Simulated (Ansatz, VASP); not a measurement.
# BAs: VASP beside Ansatz

INCAR

```
SYSTEM = BAs
ALGO = Normal
EDIFF = 1E-7
ENCUT = 520
GGA = PE
ISIF = 2
ISMEAR = 0
LASPH = .True.
LCHARG = .True.
LELF = .True.
LREAL = .False.
LVHAR = .True.
LWAVE = .False.
NBANDS = 11
NELM = 80
PREC = Accurate
SIGMA = 0.05
```

File KPOINTS:

```
k-points
0
Gamma
  10 10 10
  0 0 0
```

Contents of POSCAR:

```
BAs
1.0
    0.0000000000      2.3885000000      2.3885000000
    2.3407300000      0.0000000000      2.3885000000
    2.3407300000      2.3885000000      0.0000000000
B As
1 1
Direct
    0.0000000000      0.0000000000      0.0000000000
    0.7500000000      0.7500000000      0.7500000000
```

Input for Ansatz:

```yaml
crystal:
  lattice:
    - [0.0, 2.3885, 2.3885]
    - [2.34073, 0.0, 2.3885]
    - [2.34073, 2.3885, 0.0]
  atoms:
    - { symbol: B, position: [0.0, 0.0, 0.0] }
    - { symbol: As, position: [0.75, 0.75, 0.75] }
basis:
  ecutwfc: 420
kpoints:
  mp_grid: { grid: [10, 10, 10] }
hamiltonian:
  xc: pbe
scf:
  occupations: { method: gaussian, width: 0.05 }
output:
  forces: true
  stress: true
  eigenvalues: true
```

Change from the starting cell: strain -0.0200 x Voigt [1, 0, 0, 0, 0, 0], atoms carried along.

Alike in both runs: task single point; functional PBE; k mesh 10 × 10 × 10; occupations gaussian, width 0.05 eV; no spin polarisation.

|  | VASP | Ansatz |
| --- | --- | --- |
| version | VASP 6.6.1 | Ansatz 0.2.0 |
| potentials or method | VASP PAW PBE potentials, release 64 (B, As), cutoff 520 eV | scalar-relativistic, plane waves, PAW |
| valence electrons in the cell | 8 | 18 |

Ansatz gave:

```
gap on the k mesh at the Fermi level (eV)                     : 0.86
least direct gap on the mesh (eV)                             : 3.09
pressure (GPa)                                                : 5.8
traceless stress, the component that is largest in VASP (GPa) : 2.75
```

Q: Estimate VASP's values.

A: gap on the k mesh at the Fermi level (eV): 0.85; least direct gap on the mesh (eV): 3.09; pressure (GPa): 6.5; traceless stress, the component that is largest in VASP (GPa): 2.74.

VASP's potentials hold 8 valence electrons a cell and Ansatz's 18, so a difference there can come from the potentials and not from the codes.
